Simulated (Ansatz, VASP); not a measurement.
## ZrAs3 in VASP and in Ansatz

The input INCAR:

```
  PREC = Accurate
  ENCUT = 600
  EDIFF = 1E-7
  ISMEAR = 0
  SIGMA = 0.1
  LREAL = False
  LASPH = True
  NELM = 60
  ALGO = Normal
  ISIF = 3
  LWAVE = False
  LCHARG = False
  GGA = PE
  IBRION = 2
  NSW = 100
  EDIFFG = -0.01
```

File KPOINTS:

```
Automatic mesh
0
Gamma
  12 12 12
```

File POSCAR:

```
ZrAs3
1.0
    4.2517887888      0.0000000000      0.0000000000
    0.0000000000      4.2517887888      0.0000000000
    0.0000000000      0.0000000000      4.2517887888
Zr As
1 3
Direct
    0.0000000000      0.0000000000      0.0000000000
    0.0000000000      0.5000000000      0.5000000000
    0.5000000000      0.0000000000      0.5000000000
    0.5000000000      0.5000000000      0.0000000000
```

Input for Ansatz:

```yaml
crystal:
  lattice:
    - [4.2517887888, 0.0, 0.0]
    - [0.0, 4.2517887888, 0.0]
    - [0.0, 0.0, 4.2517887888]
  atoms:
    - { symbol: Zr, position: [0.0, 0.0, 0.0] }
    - { symbol: As, position: [0.0, 0.5, 0.5] }
    - { symbol: As, position: [0.5, 0.0, 0.5] }
    - { symbol: As, position: [0.5, 0.5, 0.0] }
basis:
  ecutwfc: 420
kpoints:
  mp_grid: { grid: [12, 12, 12] }
hamiltonian:
  xc: pbe
scf:
  occupations: { method: gaussian, width: 0.1 }
output:
  forces: true
  stress: true
  eigenvalues: true
relax:
  adjacent_minimum: "off"
  f_tol: 0.01
  max_steps: 80
  cell: { stress_tol: 0.05 }
```

Alike in both runs: task relaxation of cell and atoms; functional PBE; k mesh 12 × 12 × 12; occupations gaussian, width 0.1 eV; no spin polarisation.

```csv
,VASP,Ansatz
version,VASP 6.6.1,Ansatz 0.2.0
potentials or method,"VASP PAW PBE potentials, release 64 (Zr_sv, As), cutoff 600 eV","scalar-relativistic, plane waves, PAW"
valence electrons in the cell,27,57
```

```tsv
	VASP	Ansatz	Ansatz less VASP
gap on the k mesh at the Fermi level, each at its own relaxed structure (eV)	none	none	-
relaxed volume (Å³/atom)	19.31	19.28	-0.031
relaxed cell length with the largest relative difference (Å)	4.259	4.257	-0.0022
```

A gap of «none» marks a metal or a gap that the smearing closes. VASP's potentials hold 27 valence electrons a cell and Ansatz's 57, so a difference there can come from the potentials and not from the codes.
